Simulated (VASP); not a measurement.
# AlN (P6_3/mmc) in VASP: further runs

AlN is run at these levels: PBE; tasks: single point.

All numbers are computed with VASP 6.6.1; they aren't measurements. Logs are shortened: lines on timing, memory, paths and dates and some standing lists are left out, and cuts for length are marked.

### 1 The cell of the first run

It takes space group P6_3/mmc (No. 194, hexagonal). The conventional cell has a = 3.287 Å, b = 3.287 Å, c = 4.129 Å, α = 90.00°, β = 90.00°, γ = 120.00°. Al (site symmetry -6m2) has 5 N at 1.90 to 2.06 Å within 2.5 Å. Within 2.5 Å of N (site symmetry -6m2) lie 5 Al at 1.90 to 2.06 Å.

### 2 Single point, PBE (9.66 Å³/atom)

Input file INCAR:

```
PREC = Accurate ; ENCUT = 520
EDIFF = 1E-6 ; ISMEAR = 0
SIGMA = 0.02 ; LREAL = False
LASPH = True ; NELM = 80
ALGO = Normal ; ISIF = 2
LWAVE = False ; LCHARG = False
GGA = PE ; NBANDS = 16
```

Input file KPOINTS:

```
Automatic mesh
0
Gamma
  9 9 6
```

Input file POSCAR:

```
AlN
1.0
    3.2871610818      0.0000000000      0.0000000000
   -1.6435805409      2.8467650032      0.0000000000
    0.0000000000      0.0000000000      4.1285965873
Al N
2 2
Direct
    0.3333333333      0.6666666667      0.7500000000
    0.6666666667      0.3333333333      0.2500000000
    0.3333333333      0.6666666667      0.2500000000
    0.6666666667      0.3333333333      0.7500000000
```

Potentials or basis: VASP PAW PBE potentials, release 64 (Al, N).

Command:

```bash
$ cat potpaw_PBE.64/Al/POTCAR potpaw_PBE.64/N/POTCAR > POTCAR
$ mpirun -np 1 vasp_std > vasp.out
```

OUTCAR:

```text
PREC = Accurate
   ENCUT = 520
   EDIFF = 1E-6
   ISMEAR = 0
   LREAL = False
   LASPH = True
   NELM = 80
   ISIF = 2
   GGA = PE

 ion  position               nearest neighbor table
   1  0.333  0.667  0.750-   4 1.90   4 1.90   4 1.90   3 2.06   3 2.06   2 2.80   2 2.80   2 2.80
                             2 2.80   2 2.80   2 2.80
   2  0.667  0.333  0.250-   3 1.90   3 1.90   3 1.90   4 2.06   4 2.06   1 2.80   1 2.80   1 2.80
                             1 2.80   1 2.80   1 2.80
   3  0.333  0.667  0.250-   2 1.90   2 1.90   2 1.90   1 2.06   1 2.06
   4  0.667  0.333  0.750-   1 1.90   1 1.90   1 1.90   2 2.06   2 2.06

  LATTYP: Found a hexagonal cell.
 ALAT       =     3.2871610818
 C/A-ratio  =     1.2559763530

  Lattice vectors:

 A1 = (   3.2871610818,   0.0000000000,   0.0000000000)
 A2 = (  -1.6435805409,   2.8467650032,   0.0000000000)
 A3 = (   0.0000000000,   0.0000000000,   4.1285965873)

Analysis of symmetry for initial positions (statically):
=====================================================================
 Subroutine PRICEL returns:
 Original cell was already a primitive cell.

 Routine SETGRP: Setting up the symmetry group for a
 hexagonal supercell.

 Subroutine GETGRP returns: Found 24 space group operations
 (whereof 12 operations were pure point group operations)
 out of a pool of 24 trial point group operations.

The static configuration has the point symmetry D_3d.
 The point group associated with its full space group is D_6h.

Analysis of symmetry for dynamics (positions and initial velocities):
=====================================================================
 Subroutine PRICEL returns:
 Original cell was already a primitive cell.

 Routine SETGRP: Setting up the symmetry group for a
 hexagonal supercell.

 Subroutine GETGRP returns: Found 24 space group operations
 (whereof 12 operations were pure point group operations)
 out of a pool of 24 trial point group operations.

The dynamic configuration has the point symmetry D_3d.
 The point group associated with its full space group is D_6h.

 Subroutine INISYM returns: Found 24 space group operations
 (whereof 12 operations are pure point group operations),
 and found     1 'primitive' translations

----------------------------------------------------------------------------------------

                                     Primitive cell

  volume of cell :      38.6345

  direct lattice vectors                    reciprocal lattice vectors
     3.287161082  0.000000000  0.000000000     0.304213872  0.175637961  0.000000000
    -1.643580541  2.846765003  0.000000000     0.000000000  0.351275922  0.000000000
     0.000000000  0.000000000  4.128596587     0.000000000  0.000000000  0.242213057

  length of vectors
     3.287161082  3.287161082  4.128596587     0.351275922  0.351275922  0.242213057

  position of ions in fractional coordinates (direct lattice)
     0.333333333  0.666666667  0.750000000
     0.666666667  0.333333333  0.250000000
     0.333333333  0.666666667  0.250000000
     0.666666667  0.333333333  0.750000000

  ion indices of the primitive-cell ions
   primitive index   ion index
                 1           1
                 2           2
                 3           3
                 4           4

----------------------------------------------------------------------------------------

 KPOINTS: Automatic mesh

Automatic generation of k-mesh.
 Grid dimensions read from file:
 generate k-points for:    9    9    6

 Generating k-lattice:

  Cartesian coordinates                     Fractional coordinates (reciprocal lattice)
     0.033801541  0.019515329  0.000000000     0.111111111 -0.000000000  0.000000000
     0.000000000  0.039030658  0.000000000     0.000000000  0.111111111  0.000000000
     0.000000000  0.000000000  0.040368843     0.000000000  0.000000000  0.166666667

  Length of vectors
     0.039030658  0.039030658  0.040368843

  Shift w.r.t. Gamma in fractional coordinates (k-lattice)
     0.000000000  0.000000000  0.000000000

 Subroutine IBZKPT returns following result:
 ===========================================

 Found     48 irreducible k-points:

 Following reciprocal coordinates:
            Coordinates               Weight
  0.000000  0.000000  0.000000      1.000000
  0.111111 -0.000000  0.000000      6.000000
  0.222222  0.000000  0.000000      6.000000
  0.333333 -0.000000  0.000000      6.000000
  0.444444  0.000000  0.000000      6.000000
  0.111111  0.111111  0.000000      6.000000
[... 16 lines left out ...]
  0.333333  0.222222  0.166667     24.000000
  0.333333  0.333333  0.166667      4.000000
 [... further k-points ...]
   k-points           NKPTS =     48   k-points in BZ     NKDIM =     48   number of bands    NBANDS=     16
   number of dos      NEDOS =    301   number of ions     NIONS =      4
   total plane-waves  NPLWV =  18432
   dimension x,y,z NGX =    24 NGY =   24 NGZ =   32
   dimension x,y,z NGXF=    48 NGYF=   48 NGZF=   64
   ions per type =               2   2
   NGX,Y,Z   is equivalent  to a cutoff of  12.14, 12.14, 12.89 a.u.
   NGXF,Y,Z  is equivalent  to a cutoff of  24.28, 24.28, 25.77 a.u.
 SYSTEM =  unknown system
   PREC   = accura    normal or accurate (medium, high low for compatibility)
   ISTART =      0    job   : 0-new  1-cont  2-samecut
   ICHARG =      2    charge: 1-file 2-atom 10-const
   ISPIN  =      1    spin polarized calculation?
   LNONCOLLINEAR =      F non collinear calculations
   LSORBIT =      F    spin-orbit coupling
   LASPH  =      T    aspherical Exc in radial PAW
   ENCUT  =  520.0 eV  38.22 Ry    6.18 a.u.   6.11  6.11  7.68*2*pi/ulx,y,z
   NELM   =     80;   NELMIN=  2; NELMDL= -5     # of ELM steps
   EDIFF  = 0.1E-05   stopping-criterion for ELM
   LREAL  =      F    real-space projection
   EDIFFG = 0.1E-04   stopping-criterion for IOM
   NSW    =      0    number of steps for IOM
   IBRION =     -1    ionic relax: 0-MD 1-quasi-New 2-CG
   NFREE  =      0    steps in history (QN), initial steepest desc. (CG)
   ISIF   =      2    stress and relaxation
   ISYM   =      2    0-nonsym 1-usesym 2-fastsym
   POTIM  = 0.5000    time-step for ionic-motion
   TEBEG  =    0.0;   TEEND  =   0.0 temperature during run
   PSTRESS=    0.0 pullay stress
   NELECT =      16.0000    total number of electrons
   NUPDOWN=      -1.0000    fix difference up-down
   EMIN   =  10.00;   EMAX   =-10.00  energy-range for DOS
   EFERMI =   0.00;   METHOD = LEGACY
   ISMEAR =     0;   SIGMA  =   0.02  broadening in eV -4-tet -1-fermi 0-gaus
   EFERMI_NEDOS =   21; number of points for ismear=-14 and -15
   IALGO  =     38    algorithm
   IMIX   =      4    mixing-type and parameters
     AMIX     =   0.40;   BMIX     =  1.00
     AMIX_MAG =   1.60;   BMIX_MAG =  1.00
  volume/ion in A,a.u.               =       9.66        65.18
  Fermi-wavevector in a.u.,A,eV,Ry     =   1.220272  2.305979 20.259926  1.489063
  Thomas-Fermi vector in A             =   2.355495
   LORBIT       =      0    0 simple, 1 ext, 2 COOP (PROOUT), +10 PAW based schemes
   GGA     = PE    functional components
   LHFCALC =     F    Hartree Fock is set to
   AEXX    =    0.0000 exact exchange contribution
   IVDW    =     0    specifies the selected vdW correction
   LEPSILON=     F    determine dielectric tensor
   LRPA    =     F    only Hartree local field effects (RPA)
 non-spin polarized calculation
 Gauss-broadening in eV      SIGMA  =   0.02
  energy-cutoff  :      520.00
  volume of cell :       38.63
 maximum number of plane-waves:      1065
   NGX = 13   NGY = 13   NGZ = 15

 number of electron      16.0000001 magnetization

 Free energy of the ion-electron system (eV)
  ---------------------------------------------------
  ext. energy  EPLUGINS =         0.00000000
  ---------------------------------------------------
  free energy    TOTEN  =       -29.29635092 eV

  energy without entropy =      -29.29635092  energy(sigma->0) =      -29.29635092

 E-fermi :   8.4302     XC(G=0): -11.2901

 val. band max:        8.2564811599   @ k =   0.0000   0.0000   0.0000
 cond. band min:      11.7624651868   @ k =   0.0000   0.0000   0.0000
 fundamental gap:      3.5059840269
 Fermi energy:         8.4302385728

 k-point     1 :       0.0000    0.0000    0.0000
  band No.  band energies     occupation
      1      -8.7362      2.00000
      2      -4.9344      2.00000
      3       1.2511      2.00000
      4       4.9073      2.00000
      5       4.9073      2.00000
      6       6.6301      2.00000
[... 8 lines left out ...]
     15      20.2924      0.00000
     16      20.2924      0.00000

 k-point     2 :       0.1111   -0.0000    0.0000
  band No.  band energies     occupation
      1      -8.5923      2.00000
      2      -4.9333      2.00000
      3       1.4045      2.00000
      4       4.4065      2.00000
      5       4.7032      2.00000
      6       6.1450      2.00000
[... 8 lines left out ...]
     15      19.7063      0.00000
     16      20.1229      0.00000

 k-point     3 :       0.2222    0.0000    0.0000
  band No.  band energies     occupation
      1      -8.1792      2.00000
      2      -4.9770      2.00000
      3       1.8518      2.00000
      4       3.3218      2.00000
      5       4.2878      2.00000
      6       5.2520      2.00000
[... 8 lines left out ...]
     15      18.7309      0.00000
     16      20.9540      0.00000

 k-point     4 :       0.3333   -0.0000    0.0000
  band No.  band energies     occupation
      1      -7.5657      2.00000
      2      -5.1758      2.00000
      3       2.3235      2.00000
      4       2.5400      2.00000
      5       3.9120      2.00000
      6       4.4724      2.00000
[... 8 lines left out ...]
     15      19.8077      0.00000
     16      21.4747      0.00000
[... 324 lines left out ...]
 k-point    22 :       0.2222    0.2222    0.1667
  band No.  band energies     occupation
      1      -7.0942      2.00000
      2      -5.4149      2.00000
      3       1.9070      2.00000
      4       2.2584      2.00000
      5       3.9642      2.00000
      6       4.4726      2.00000
[... 8 lines left out ...]
     15      20.4054      0.00000
     16      21.7753      0.00000

 k-point    23 :       0.3333    0.2222    0.1667
  band No.  band energies     occupation
      1      -6.5293      2.00000
      2      -5.7000      2.00000
      3       1.6024      2.00000
      4       2.3901      2.00000
      5       3.1695      2.00000
      6       4.9935      2.00000
[... 8 lines left out ...]
     15      20.2010      0.00000
     16      21.9166      0.00000

 k-point    24 :       0.3333    0.3333    0.1667
  band No.  band energies     occupation
      1      -6.0616      2.00000
      2      -6.0616      2.00000
      3       1.5909      2.00000
      4       2.6299      2.00000
      5       2.6299      2.00000
      6       5.2283      2.00000
[... 8 lines left out ...]
     15      19.6777      0.00000
     16      21.6530      0.00000

 [... further k-points ...]
[... 5 lines left out ...]
  --------------------------------------------------------------------------------------
  -------------------------------------------------------------------------------------
  Total        1.4986407      1.4986407      1.5411315      0.0000000      0.0000000      0.0000000
  in kB       62.1488441     62.1488441     63.9109413      0.0000000      0.0000000      0.0000000
  external PRESSURE =      62.7362098 kB  Pullay stress =       0.0000000 kB

 VOLUME and BASIS-vectors are now :
 -----------------------------------------------------------------------------
  energy-cutoff  :      520.00
  volume of cell :       38.63
      direct lattice vectors                 reciprocal lattice vectors
     3.287161082  0.000000000  0.000000000     0.304213872  0.175637961  0.000000000
    -1.643580541  2.846765003  0.000000000     0.000000000  0.351275922  0.000000000
     0.000000000  0.000000000  4.128596587     0.000000000  0.000000000  0.242213057

 POSITION                                       TOTAL-FORCE (eV/Angst)
 -----------------------------------------------------------------------------------
     -0.00000      1.89784      3.09645        -0.000000      0.000000      0.000000
      1.64358      0.94892      1.03215        -0.000000      0.000000      0.000000
     -0.00000      1.89784      1.03215         0.000000      0.000000      0.000000
      1.64358      0.94892      3.09645         0.000000     -0.000000      0.000000
 -----------------------------------------------------------------------------------
    total drift:                               -0.000000     -0.000000     -0.000000

  FREE ENERGIE OF THE ION-ELECTRON SYSTEM (eV)
  ---------------------------------------------------
  free  energy   TOTEN  =       -29.2963509179 eV

  energy  without entropy=      -29.2963509179  energy(sigma->0) =      -29.29635092
```

Wall time 18 s (1 thread of Intel Xeon 8259CL, shared host); peak memory 0.15 GiB.

What came out:

```yaml
Free_energy: -29.2964 eV
Pressure: 6.3 GPa
Band_gap_on_the_k_mesh: 3.51 eV
```

Caveat: the cell stands under pressure.

(Part 1 of 2 ends here.)
